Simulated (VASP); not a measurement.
## BeCd2Te3: single point with PBE

The system is BeCd2Te3.

```
CELL_PARAMETERS angstrom
6.65456 -3.84867 0.00000
6.65456 3.84867 0.00000
0.00000 0.00000 7.24900
ATOMIC_POSITIONS crystal
Be 0.84648 0.15352 0.50384
Be 0.15352 0.84648 0.00384
Cd 0.48967 0.83082 0.49961
Cd 0.16918 0.51033 0.49961
Cd 0.83082 0.48967 0.99961
Cd 0.51033 0.16918 0.99961
Te 0.53710 0.16366 0.60665
Te 0.83634 0.46290 0.60665
Te 0.13200 0.86800 0.65865
Te 0.16366 0.53710 0.10665
Te 0.46290 0.83634 0.10665
Te 0.86800 0.13200 0.15865
```

| Item | Value |
| --- | --- |
| Program | VASP 6.6.1 |
| Task | single point |
| Functional | PBE |
| Potentials or basis | VASP PAW PBE potentials, release 64 (Be, Cd, Te) |
| Cutoff | 520 eV |
| k mesh | 4 × 4 × 4 |
| Occupations | gaussian, width 0.01 eV |
| Spin | no spin polarisation |
| Dipole correction | no |
| Further INCAR settings | ALGO = Normal; EDIFF = 1e-07; NBANDS = 56 |

- Pressure: 0.1 GPa
- Largest force: 0.009 eV/Å
- Band gap on the k mesh: 1.32 eV

Forces on the atoms (eV/Å):
```
Be   0.000 -0.001 -0.004
Be   0.000  0.001 -0.004
Cd   0.000  0.000  0.000
Cd   0.000  0.000  0.000
Cd   0.000  0.000  0.000
Cd   0.000  0.000  0.000
Te   0.003 -0.003 -0.002
Te  -0.003 -0.003 -0.002
Te   0.000  0.005  0.007
Te   0.003  0.003 -0.002
Te  -0.003  0.003 -0.002
Te   0.000 -0.005  0.007
```

Levels at points of the mesh, in eV from the valence-band top:
```tsv
k point	band 41	band 42	band 43	band 44	band 45	band 46	band 47	band 48
(0.00, 0.00, 0.00)	-0.74	-0.13	-0.03	0.00	1.32	1.61	3.17	3.19
(0.50, 0.00, 0.00)	-0.85	-0.82	-0.78	-0.59	2.04	2.44	3.06	3.08
(0.50, 0.50, 0.00)	-0.79	-0.74	-0.72	-0.52	1.99	2.37	3.13	3.23
(0.00, 0.00, 0.50)	-0.47	-0.47	-0.41	-0.41	2.07	2.07	3.01	3.01
(0.50, 0.00, 0.50)	-1.10	-1.10	-1.00	-1.00	2.13	2.13	3.14	3.14
(0.50, 0.50, 0.50)	-1.14	-1.14	-0.93	-0.93	2.30	2.30	3.04	3.04
```

It took 18 min on 1 thread of Intel Xeon 8259CL, with other jobs on the host, peak memory 0.69 GiB.

Caveat: spin-orbit coupling is left out, which moves the levels of the heavy elements. A k mesh can miss the band edges.
